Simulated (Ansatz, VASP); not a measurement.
## One calculation of KNaF2, two programs

```xyz
4
Lattice="1.7391 1.0041 5.8155 -1.7391 1.0041 5.8155 0.0000 -2.0082 5.8155" Properties=species:S:1:pos:R:3 pbc="T T T"
Na    1.7391    1.0041    5.8155
K     0.0000    0.0000    8.7233
F     0.0000    0.0000    4.5553
F     0.0000    0.0000   12.8912
```

Alike in both runs: task single point; functional r2SCAN; k mesh 6 × 6 × 6; no spin polarisation.

|  | VASP | Ansatz |
| --- | --- | --- |
| version | VASP 6.6.1 | Ansatz 0.2.0 |
| potentials or method | VASP PAW PBE potentials, release 64 (Na_pv, K_sv, F) | plane waves, PAW |
| plane-wave cutoff (eV) | 520 | 500 |
| occupations | gaussian, width 0.01 eV | fixed |
| valence electrons in the cell | 30 | 32 |

|  | VASP | Ansatz | Ansatz less VASP |
| --- | --- | --- | --- |
| gap on the k mesh at the Fermi level (eV) | 6.99 | 6.98 | -0.014 |

VASP's potentials were made for PBE, not for r2SCAN. VASP's potentials hold 30 valence electrons a cell and Ansatz's 32, so a difference there can come from the potentials and not from the codes.
